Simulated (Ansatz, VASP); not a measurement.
Two plane-wave programs on Zn23PbO24

```
Pb Zn O
1.0
     6.47470    0.00000    0.00000
    -4.85603    8.41088    0.00000
     0.00000    0.00000   10.44412
Pb Zn O
1 23 24
Direct
  0.33369 0.10134 0.26406
  0.33386 0.11189 0.74131
  0.32959 0.44297 0.25036
  0.33542 0.44926 0.75107
  0.33333 0.77503 0.24912
  0.33847 0.77679 0.75003
  0.83733 0.11473 0.24793
  0.82894 0.10664 0.75259
  0.84269 0.45084 0.24864
  0.83960 0.45205 0.75011
  0.82328 0.77050 0.24891
  0.82374 0.77502 0.74994
  0.16736 0.22279 0.98922
  0.15992 0.22751 0.51130
  0.16775 0.55607 0.00122
  0.16837 0.55802 0.49762
  0.16324 0.88518 0.98537
  0.15845 0.88081 0.51175
  0.67060 0.22541 0.98813
  0.67950 0.22868 0.51080
  0.66619 0.55582 0.00159
  0.66508 0.55499 0.49783
  0.66556 0.88797 0.00328
  0.66819 0.89151 0.49583
  0.33286 0.11247 0.49283
  0.33425 0.11034 0.93512
  0.33098 0.44343 0.43927
  0.33565 0.44735 0.93896
  0.33242 0.78083 0.43845
  0.33823 0.77598 0.93766
  0.83528 0.11549 0.43786
  0.83025 0.10651 0.93993
  0.83368 0.44467 0.43816
  0.83793 0.45070 0.93812
  0.83443 0.77851 0.43830
  0.82433 0.77540 0.93773
  0.15932 0.22950 0.17793
  0.16230 0.22622 0.69945
  0.17300 0.55661 0.18957
  0.16899 0.55756 0.68580
  0.13781 0.85420 0.17179
  0.16023 0.88204 0.69991
  0.70166 0.23752 0.17572
  0.67724 0.22791 0.69910
  0.65920 0.54948 0.19049
  0.66461 0.55511 0.68617
  0.66828 0.89084 0.19298
  0.66689 0.88953 0.68439
```

Alike in both runs: functional PBE; k mesh 3 × 2 × 2; occupations fermi-dirac, width 0.01 eV; no spin polarisation.

Ansatz relaxed the structure, and its values are those at the end. VASP's run is a single point on that final structure, the one shown.

|  | VASP | Ansatz |
| --- | --- | --- |
| version | VASP 6.6.1 | Ansatz 0.2.0 |
| potentials or method | VASP PAW PBE potentials, release 64 (Pb_d, Zn, O) | plane-wave PAW, scalar-relativistic |
| plane-wave cutoff (eV) | 520 | 420 |
| valence electrons in the cell | 434 | 434 |

|  | VASP | Ansatz | Ansatz less VASP |
| --- | --- | --- | --- |
| gap on the k mesh at the Fermi level (eV) | 1.01 | 1.02 | +0.008 |
| pressure (GPa) | 10.0 | 8.9 | -1.09 |
| rms of the force components (eV/Å) | 0.010 | 0.007 | -0.0036 |

Ansatz's warnings: stress scf threshold loose.

Neither program's run includes spin-orbit coupling.
